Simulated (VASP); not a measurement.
# Zn (P6_3/mmc) in VASP: a series of runs

Zn is run at these levels: PBE; tasks: single point.

All numbers are computed with VASP 6.6.1; they aren't measurements. Logs are shortened: lines on timing, memory, paths and dates and some standing lists are left out, and cuts for length are marked.

## 1. The cell of the first run

It takes space group P6_3/mmc (No. 194, hexagonal). The conventional cell has a = 2.669 Å, b = 2.669 Å, c = 4.935 Å, α = 90.00°, β = 90.00°, γ = 120.00°. Zn (site symmetry -6m2) has 12 Zn at 2.67 to 2.91 Å within 3.5 Å.

## 2. Single point, PBE

Input file INCAR:

```
SYSTEM = Zn
PREC = Accurate
ENCUT = 520
EDIFF = 1E-6
ISMEAR = -1
SIGMA = 0.1
LREAL = .False.
LASPH = .True.
NELM = 100
ALGO = Normal
ISIF = 2
LWAVE = .False.
LCHARG = .False.
GGA = PE
NBANDS = 19
```

Input file KPOINTS:

```
regular mesh
0
Gamma
  16 16 9
  0 0 0
```

Input file POSCAR:

```
Zn
1.0
    2.6686296908      0.0000000000      0.0000000000
   -1.3343148454      2.3111011055      0.0000000000
    0.0000000000      0.0000000000      4.9352405036
Zn
2
Direct
    0.3333333333      0.6666666667      0.2500000000
    0.6666666667      0.3333333333      0.7500000000
```

Potentials or basis: VASP PAW PBE potentials, release 64 (Zn).

Launch:

```
$ cat potpaw_PBE.64/Zn/POTCAR > POTCAR
$ mpirun -np 1 vasp_std > vasp.out
```

OUTCAR:

```text
SYSTEM = Zn
   PREC = Accurate
   ENCUT = 520
   EDIFF = 1E-6
   ISMEAR = -1
   LREAL = .False.
   LASPH = .True.
   NELM = 100
   ISIF = 2
   GGA = PE

 ion  position               nearest neighbor table
   1  0.333  0.667  0.250-   2 2.91   2 2.91   2 2.91   2 2.91   2 2.91   2 2.91
   2  0.667  0.333  0.750-   1 2.91   1 2.91   1 2.91   1 2.91   1 2.91   1 2.91

  LATTYP: Found a hexagonal cell.
 ALAT       =     2.6686296908
 C/A-ratio  =     1.8493538165

  Lattice vectors:

 A1 = (   2.6686296908,   0.0000000000,   0.0000000000)
 A2 = (  -1.3343148454,   2.3111011055,   0.0000000000)
 A3 = (   0.0000000000,   0.0000000000,   4.9352405036)

Analysis of symmetry for initial positions (statically):
=====================================================================
 Subroutine PRICEL returns:
 Original cell was already a primitive cell.

 Routine SETGRP: Setting up the symmetry group for a
 hexagonal supercell.

 Subroutine GETGRP returns: Found 24 space group operations
 (whereof 12 operations were pure point group operations)
 out of a pool of 24 trial point group operations.

The static configuration has the point symmetry D_3d.
 The point group associated with its full space group is D_6h.

Analysis of symmetry for dynamics (positions and initial velocities):
=====================================================================
 Subroutine PRICEL returns:
 Original cell was already a primitive cell.

 Routine SETGRP: Setting up the symmetry group for a
 hexagonal supercell.

 Subroutine GETGRP returns: Found 24 space group operations
 (whereof 12 operations were pure point group operations)
 out of a pool of 24 trial point group operations.

The dynamic configuration has the point symmetry D_3d.
 The point group associated with its full space group is D_6h.

 Subroutine INISYM returns: Found 24 space group operations
 (whereof 12 operations are pure point group operations),
 and found     1 'primitive' translations

----------------------------------------------------------------------------------------

                                     Primitive cell

  volume of cell :      30.4380

  direct lattice vectors                    reciprocal lattice vectors
     2.668629691  0.000000000  0.000000000     0.374724153  0.216347090  0.000000000
    -1.334314845  2.311101106  0.000000000     0.000000000  0.432694181  0.000000000
     0.000000000  0.000000000  4.935240504     0.000000000  0.000000000  0.202624370

[... 81 lines left out ...]
   ENCUT  =  520.0 eV  38.22 Ry    6.18 a.u.   4.96  4.96  9.18*2*pi/ulx,y,z
   NELM   =    100;   NELMIN=  2; NELMDL= -5     # of ELM steps
   EDIFF  = 0.1E-05   stopping-criterion for ELM
   LREAL  =      F    real-space projection
   EDIFFG = 0.1E-04   stopping-criterion for IOM
   NSW    =      0    number of steps for IOM
   IBRION =     -1    ionic relax: 0-MD 1-quasi-New 2-CG
   NFREE  =      0    steps in history (QN), initial steepest desc. (CG)
   ISIF   =      2    stress and relaxation
   ISYM   =      2    0-nonsym 1-usesym 2-fastsym
   POTIM  = 0.5000    time-step for ionic-motion
   TEBEG  =    0.0;   TEEND  =   0.0 temperature during run
   PSTRESS=    0.0 pullay stress
   NELECT =      24.0000    total number of electrons
   NUPDOWN=      -1.0000    fix difference up-down
   EMIN   =  10.00;   EMAX   =-10.00  energy-range for DOS
   EFERMI =   0.00;   METHOD = LEGACY
   ISMEAR =    -1;   SIGMA  =   0.10  broadening in eV -4-tet -1-fermi 0-gaus
   EFERMI_NEDOS =   21; number of points for ismear=-14 and -15
   IALGO  =     38    algorithm
   IMIX   =      4    mixing-type and parameters
     AMIX     =   0.40;   BMIX     =  1.00
     AMIX_MAG =   1.60;   BMIX_MAG =  1.00
  volume/ion in A,a.u.               =      15.22       102.70
  Fermi-wavevector in a.u.,A,eV,Ry     =   1.512423  2.858066 31.122300  2.287425
  Thomas-Fermi vector in A             =   2.622350
   LORBIT       =      0    0 simple, 1 ext, 2 COOP (PROOUT), +10 PAW based schemes
   GGA     = PE    functional components
   LHFCALC =     F    Hartree Fock is set to
   AEXX    =    0.0000 exact exchange contribution
   IVDW    =     0    specifies the selected vdW correction
   LEPSILON=     F    determine dielectric tensor
   LRPA    =     F    only Hartree local field effects (RPA)
 non-spin polarized calculation
  energy-cutoff  :      520.00
  volume of cell :       30.44
 maximum number of plane-waves:       847
 NGX is ok and might be reduce to    20
   NGX =  9   NGY =  9   NGZ = 19

 number of electron      24.0000007 magnetization

 Free energy of the ion-electron system (eV)
  ---------------------------------------------------
  ext. energy  EPLUGINS =         0.00000000
  ---------------------------------------------------
  free energy    TOTEN  =        -2.22732886 eV

  energy without entropy =       -2.21625438  energy(sigma->0) =       -2.22179162

 E-fermi :   3.1158     XC(G=0): -11.5497

 val. band max:        3.1063870160   @ k =   0.0625  -0.0000   0.2222
 cond. band min:       3.1331715138   @ k =   0.2500  -0.0000   0.1111
 fundamental gap:      0.0267844978
 Fermi energy:         3.1158498239

 k-point     1 :       0.0000    0.0000    0.0000
  band No.  band energies     occupation
      1      -7.2874      2.00000
      2      -5.4893      2.00000
      3      -4.7986      2.00000
      4      -4.5717      2.00000
      5      -4.5717      2.00000
      6      -4.5210      2.00000
[... 505 lines left out ...]
      6      -4.5205      2.00000
[... 11 lines left out ...]
     18      14.1737      0.00000
     19      15.5613      0.00000

 [... further k-points ...]

------------------------ aborting loop because EDIFF is reached ----------------------------------------

  FORCE on cell =-STRESS in cart. coord.  units (eV):
  Direction    XX          YY          ZZ          XY          YZ          ZX
  --------------------------------------------------------------------------------------
  -------------------------------------------------------------------------------------
  Total       -0.0206098     -0.0206098     -0.0536083     -0.0000000     -0.0000000      0.0000000
  in kB       -1.0848494     -1.0848494     -2.8218069     -0.0000000     -0.0000000      0.0000000
  external PRESSURE =      -1.6638352 kB  Pullay stress =       0.0000000 kB

 VOLUME and BASIS-vectors are now :
 -----------------------------------------------------------------------------
  energy-cutoff  :      520.00
  volume of cell :       30.44
      direct lattice vectors                 reciprocal lattice vectors
     2.668629691  0.000000000  0.000000000     0.374724153  0.216347090  0.000000000
    -1.334314845  2.311101106  0.000000000     0.000000000  0.432694181  0.000000000
     0.000000000  0.000000000  4.935240504     0.000000000  0.000000000  0.202624370

 POSITION                                       TOTAL-FORCE (eV/Angst)
 -----------------------------------------------------------------------------------
     -0.00000      1.54073      1.23381         0.000000      0.000000      0.000000
      1.33431      0.77037      3.70143         0.000000      0.000000      0.000000
 -----------------------------------------------------------------------------------
    total drift:                               -0.000000      0.000000     -0.000000

  FREE ENERGIE OF THE ION-ELECTRON SYSTEM (eV)
  ---------------------------------------------------
  free  energy   TOTEN  =        -2.2273288566 eV

  energy  without entropy=       -2.2162543757  energy(sigma->0) =       -2.22179162
```

OSZICAR:

```text
N       E                     dE             d eps       ncg     rms          rms(c)
DAV:   1     0.114034191188E+03    0.11403E+03   -0.12329E+04  5823   0.200E+03
DAV:   2     0.277429214094E+01   -0.11126E+03   -0.10746E+03  5745   0.297E+02
DAV:   3    -0.240499568288E+01   -0.51793E+01   -0.51596E+01  6369   0.702E+01
DAV:   4    -0.243555828748E+01   -0.30563E-01   -0.30556E-01  6300   0.561E+00
DAV:   5    -0.243559723383E+01   -0.38946E-04   -0.38946E-04  6257   0.181E-01    0.396E+00
DAV:   6    -0.224046502801E+01    0.19513E+00   -0.76973E-01  6339   0.185E+01    0.299E+00
DAV:   7    -0.223166010038E+01    0.88049E-02   -0.25975E-02  7202   0.270E+00    0.154E+00
DAV:   8    -0.222731462754E+01    0.43455E-02   -0.17761E-03  7807   0.635E-01    0.469E-02
DAV:   9    -0.222732546727E+01   -0.10840E-04   -0.22068E-04  7662   0.187E-01    0.352E-02
DAV:  10    -0.222732903494E+01   -0.35677E-05   -0.20421E-05  6078   0.513E-02    0.289E-03
DAV:  11    -0.222732885661E+01    0.17833E-06   -0.83201E-08  3661   0.409E-03
   1 F= -.22273289E+01 E0= -.22217916E+01  d E =-.110745E-01
```

stdout:

```text
POSCAR found type information on POSCAR Zn
 POSCAR found :  1 types and       2 ions
 scaLAPACK will be used
 LDA part: xc-table for (Slater+PW92), standard interpolation
 POSCAR, INCAR and KPOINTS ok, starting setup
 FFT: planning ... GRIDC
 FFT: planning ... GRID_SOFT
 FFT: planning ... GRID
 WAVECAR not read
 entering main loop
```

Wall time 35 s (1 thread of AMD EPYC 9R45 (Zen 5), shared host); peak memory 0.16 GiB.

Results:

```yaml
Free_energy: -2.2273 eV
Pressure: -0.2 GPa
Band_gap_on_the_k_mesh: zero (band 12 reaches 4.41 eV, above the bottom of band 13 at 0.11 eV)
```

Stress tensor (GPa, compression positive):
```
-0.11  0.00  0.00
 0.00 -0.11  0.00
 0.00  0.00 -0.28
```

Levels at points of the mesh, in eV from the Fermi level:
```csv
k point,band 9,band 10,band 11,band 12,band 13,band 14,band 15,band 16
"(0.00, 0.00, 0.00)",-7.32,-7.11,-7.11,-3.62,-3.01,13.73,17.33,17.33
"(0.50, 0.00, 0.00)",-6.93,-6.91,-2.86,-2.19,2.64,3.53,4.09,5.70
```

## 3. Single point, PBE

Input file INCAR:

```
PREC = Accurate
ENCUT = 520
EDIFF = 1E-6
ISMEAR = -1
SIGMA = 0.1
LREAL = F
LASPH = T
NELM = 60
ALGO = Normal
ISIF = 2
LWAVE = F
LCHARG = F
GGA = PE
NBANDS = 19
```

Input file KPOINTS:

```
Automatic mesh
0
Gamma
  16 16 9
```

POSCAR is that of step 2.

Potentials or basis: VASP PAW PBE potentials, release 64 (Zn).

Launch:

```
$ cat potpaw_PBE.64/Zn/POTCAR > POTCAR
$ mpirun -np 1 vasp_std > vasp.out
```

It took 34 s on 1 thread of AMD EPYC 9R45 (Zen 5), shared host; peak memory 0.16 GiB.

The run converged. Its results:

```
Free energy            : -2.2273 eV
Pressure               : -0.2 GPa
Band gap on the k mesh : zero (band 12 reaches 4.41 eV, above the bottom of band 13 at 0.11 eV)
```

Stress tensor (GPa, compression positive):
```
-0.11  0.00  0.00
 0.00 -0.11  0.00
 0.00  0.00 -0.28
```

Levels at points of the mesh, in eV from the Fermi level:
| k point | band 10 | band 11 | band 12 | band 13 | band 14 | band 15 |
| --- | --- | --- | --- | --- | --- | --- |
| (0.00, 0.00, 0.00) | -7.11 | -7.11 | -3.62 | -3.01 | 13.73 | 17.33 |
| (0.50, 0.00, 0.00) | -6.91 | -2.86 | -2.19 | 2.64 | 3.53 | 4.09 |
